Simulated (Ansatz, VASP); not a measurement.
**One calculation of CsBr, two programs**

The input POSCAR:

```
CsBr
1.0
    4.3196005106      0.0000000000      0.0000000000
    0.0000000000      4.3196005106      0.0000000000
    0.0000000000      0.0000000000      4.3196005106
Cs Br
1 1
Direct
    0.0000000000      0.0000000000      0.0000000000
    0.5000000000      0.5000000000      0.5000000000
```

Contents of INCAR.step1:

```
SYSTEM = CsBr
PREC     = Accurate       ! precision mode
ENCUT    = 550            ! plane-wave cutoff, eV
ISMEAR   = -1             ! smearing method
SIGMA    = 0.5            ! smearing width, eV
LREAL    = .FALSE.        ! projectors in reciprocal space
LASPH    = .TRUE.         ! aspherical terms in the spheres
NELM     = 120            ! most SCF steps
NBANDS   = 15             ! bands
GGA      = PE             ! functional
ALGO     = Normal         ! electronic algorithm
EDIFF    = 1E-5           ! SCF threshold, eV
LWAVE    = .TRUE.         ! write WAVECAR
LCHARG   = .FALSE.        ! write CHGCAR
GGA_COMPAT= .FALSE.
```

File INCAR.step2:

```
SYSTEM = CsBr
PREC     = Accurate       ! precision mode
ENCUT    = 550            ! plane-wave cutoff, eV
EDIFF    = 1E-6           ! SCF threshold, eV
ISMEAR   = -1             ! smearing method
SIGMA    = 0.5            ! smearing width, eV
LREAL    = .FALSE.        ! projectors in reciprocal space
LASPH    = .TRUE.         ! aspherical terms in the spheres
NELM     = 120            ! most SCF steps
ALGO     = Normal         ! electronic algorithm
ISIF     = 2              ! what is computed and relaxed
LWAVE    = .FALSE.        ! write WAVECAR
LCHARG   = .FALSE.        ! write CHGCAR
METAGGA  = R2SCAN         ! meta-GGA
LMIXTAU  = .TRUE.       
NBANDS   = 15             ! bands
ISTART   = 1            
GGA_COMPAT= .FALSE.
```

The input KPOINTS:

```
regular mesh
0
G
  4 4 4
  0 0 0
```

Input for Ansatz:

```yaml
crystal:
  lattice:
    - [4.3196005106, 0.0, 0.0]
    - [0.0, 4.3196005106, 0.0]
    - [0.0, 0.0, 4.3196005106]
  atoms:
    - { symbol: Cs, position: [0.0, 0.0, 0.0] }
    - { symbol: Br, position: [0.5, 0.5, 0.5] }
kpoints:
  mp_grid: { grid: [4, 4, 4] }
hamiltonian:
  xc: r2scan
scf:
  occupations: { method: fermi_dirac, width: 0.5 }
  n_extra_bands: 4
output:
  forces: true
  stress: true
  eigenvalues: true
```

Alike in both runs: task single point; functional r2SCAN; k mesh 4 × 4 × 4; occupations fermi-dirac, width 0.5 eV; no spin polarisation.

|  | VASP | Ansatz |
| --- | --- | --- |
| version | VASP 6.6.1 | Ansatz 0.2.0 |
| potentials or method | VASP PAW PBE potentials, release 64 (Cs_sv, Br) | plane waves |
| plane-wave cutoff (eV) | 550 | 500 |
| valence electrons in the cell | 16 | 16 |

|  | VASP | Ansatz | Ansatz less VASP |
| --- | --- | --- | --- |
| pressure (GPa) | 0.1 | 0.1 | -0.05 |

VASP's potentials were made for PBE, not for r2SCAN.

Spin-orbit coupling is off throughout.
